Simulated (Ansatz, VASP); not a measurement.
# Cu: VASP beside Ansatz

Contents of POSCAR:

```
Cu
1.0
   -1.4578577183      1.4578577183      1.4578577183
    1.4578577183     -1.4578577183      1.4578577183
    1.4578577183      1.4578577183     -1.4578577183
Cu
1
Direct
    0.0000000000      0.0000000000      0.0000000000
```

INCAR.step1

```
  ALGO = Normal
  EDIFF = 1E-4
  ENCUT = 520
  GGA = PE
  ISMEAR = -1
  LASPH = True
  LCHARG = False
  LREAL = False
  LWAVE = True
  NBANDS = 12
  NELM = 60
  PREC = Accurate
  SIGMA = 0.1
```

INCAR.step2

```
  ALGO = Normal
  EDIFF = 1E-6
  ENCUT = 520
  ISIF = 2
  ISMEAR = -1
  ISTART = 1
  LASPH = True
  LCHARG = False
  LMIXTAU = True
  LREAL = False
  LWAVE = False
  METAGGA = R2SCAN
  NBANDS = 12
  NELM = 60
  PREC = Accurate
  SIGMA = 0.1
```

Contents of KPOINTS:

```
k-points
0
Gamma
  17 17 17
```

Input for Ansatz:

```yaml
crystal:
  lattice:
    - [-1.4578577183, 1.4578577183, 1.4578577183]
    - [1.4578577183, -1.4578577183, 1.4578577183]
    - [1.4578577183, 1.4578577183, -1.4578577183]
  atoms:
    - { symbol: Cu, position: [0.0, 0.0, 0.0] }
hamiltonian:
  xc: r2scan
  pseudopotentials:
    kind: paw
    azcp:
      Cu: "pseudopotentials/Cu.paw.azcp"
basis:
  ecutwfc: 500
  fft_grid_basis: typed
kpoints:
  mp_grid: { grid: [17, 17, 17], shift: [0, 0, 0] }
magnetization:
  spin_polarized: false
scf:
  occupations: { method: fermi_dirac, width: 0.1 }
  lower_state_search: "off"
output:
  stress: true
```

Alike in both runs: task single point; functional r2SCAN; k mesh 17 × 17 × 17; occupations fermi-dirac, width 0.1 eV; no spin polarisation.

```csv
,VASP,Ansatz
version,VASP 6.6.1,Ansatz 0.2.0
potentials or method,"VASP PAW PBE potentials, release 64 (Cu), cutoff 520 eV","plane waves (500 eV) with PAW, scalar-relativistic"
valence electrons in the cell,11,19
```

```tsv
	VASP	Ansatz	Ansatz less VASP
pressure (GPa)	-9.6	-10.2	-0.53
```

VASP's potentials were made for PBE, not for r2SCAN. VASP's potentials hold 11 valence electrons a cell and Ansatz's 19, so a difference there can come from the potentials and not from the codes.
